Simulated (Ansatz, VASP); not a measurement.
**Ru in VASP and in Ansatz**

File INCAR:

```
ALGO = Normal ; EDIFF = 1E-6
ENCUT = 520 ; GGA = RP
ISIF = 2 ; ISMEAR = -1
LASPH = True ; LCHARG = False
LREAL = False ; LWAVE = False
NBANDS = 13 ; NELM = 80
PREC = Accurate ; SIGMA = 0.1
```

File KPOINTS:

```
k-points
0
Gamma
  14 14 14
```

POSCAR

```
Ru
1.0
    2.5922519245      0.0000000000      0.0000000000
    0.0000000000      2.5922519245      0.0000000000
    0.0000000000      0.0000000000      2.5922519245
Ru
1
Direct
    0.0000000000      0.0000000000      0.0000000000
```

Input for Ansatz:

```yaml
crystal:
  lattice:
    - [2.5922519245, 0.0, 0.0]
    - [0.0, 2.5922519245, 0.0]
    - [0.0, 0.0, 2.5922519245]
  atoms:
    - { symbol: Ru, position: [0.0, 0.0, 0.0] }
hamiltonian:
  xc: rpbe
  pseudopotentials:
    kind: paw
    azcp:
      Ru: "pseudopotentials/Ru.paw.azcp"
basis:
  ecutwfc: 420
  fft_grid_basis: typed
kpoints:
  mp_grid: { grid: [14, 14, 14], shift: [0, 0, 0] }
magnetization:
  spin_polarized: false
scf:
  occupations: { method: fermi_dirac, width: 0.1 }
  lower_state_search: "off"
output:
  stress: true
```

Alike in both runs: task single point; functional RPBE; k mesh 14 × 14 × 14; occupations fermi-dirac, width 0.1 eV; no spin polarisation.

|  | VASP | Ansatz |
| --- | --- | --- |
| version | VASP 6.6.1 | Ansatz 0.2.0 |
| potentials or method | VASP PAW PBE potentials, release 64 (Ru_pv), cutoff 520 eV | plane waves (420 eV) with PAW, scalar-relativistic |
| valence electrons in the cell | 14 | 16 |

|  | VASP | Ansatz | Ansatz less VASP |
| --- | --- | --- | --- |
| pressure (GPa) | -13.0 | -13.0 | 0.00 |

VASP's potentials were made for PBE, not for RPBE. The functional is the same, so the differences come from potentials, cutoffs and numerics. VASP's potentials hold 14 valence electrons a cell and Ansatz's 16, so a difference there can come from the potentials and not from the codes.
